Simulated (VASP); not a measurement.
Set up this calculation in VASP 6.6.1, as the native input.

- Task: relaxation of cell and atoms
- Functional: PBE
- Potentials or basis: VASP PAW PBE potentials, release 64 (Au)
- Cutoff: 600 eV
- k mesh: 10 × 10 × 10
- Occupations: fermi-dirac, width 0.1 eV
- Spin: no spin polarisation
- Target pressure: 40 GPa
- Dipole correction: no
- Further INCAR settings: ALGO = Normal; EDIFF = 1e-07; IBRION = 2; EDIFFG = -0.01; NSW = 80; ISIF = 3

The structure of Au lies in POSCAR:

```
Au
1.0
    0.0000000000      2.0350000000      2.0350000000
    2.0350000000      0.0000000000      2.0350000000
    2.0350000000      2.0350000000      0.0000000000
Au
1
Direct
    0.0000000000      0.0000000000      0.0000000000
```

The input as run:

INCAR

```
ALGO     = Normal         # electronic algorithm
EDIFF    = 1E-7           # SCF threshold, eV
EDIFFG   = -0.01          # ionic threshold
ENCUT    = 600            # plane-wave cutoff, eV
GGA      = PE             # functional
IBRION   = 2              # ionic algorithm
ISIF     = 3              # what is computed and relaxed
ISMEAR   = -1             # smearing method
LASPH    = True           # aspherical terms in the spheres
LCHARG   = False          # write CHGCAR
LREAL    = False          # projectors in reciprocal space
LWAVE    = False          # write WAVECAR
NELM     = 80             # most SCF steps
NSW      = 80             # ionic steps
PREC     = Accurate       # precision mode
PSTRESS  = 400.0        
SIGMA    = 0.1            # smearing width, eV
```

KPOINTS

```
k-points
0
Gamma
  10 10 10
```

Potentials or basis: VASP PAW PBE potentials, release 64 (Au).

Command:

```console
$ cat potpaw_PBE.64/Au/POTCAR > POTCAR
$ mpirun -np 1 vasp_std > vasp.out
```

Results of the run:

```
Relaxed volume                                         : 15.12 Å³/atom
Relaxed cell                                           : a = 2.775 Å, b = 2.775 Å, c = 2.775 Å, α = 60.00°, β = 60.00°, γ = 60.00°
Space group after relaxing (to 0.05 Å)                 : Fm-3m (No. 225)
Energy change on relaxing (the enthalpy is what falls) : +259.5 meV/atom
Ionic steps                                            : 5
Pressure after relaxing                                : 40.0 GPa
```

Caveat: the cell is relaxed towards a set pressure, so the enthalpy falls and the energy may rise.

Run time: 73 s on 1 thread of AMD EPYC 7R13 (shared host), peak memory 0.13 GiB.
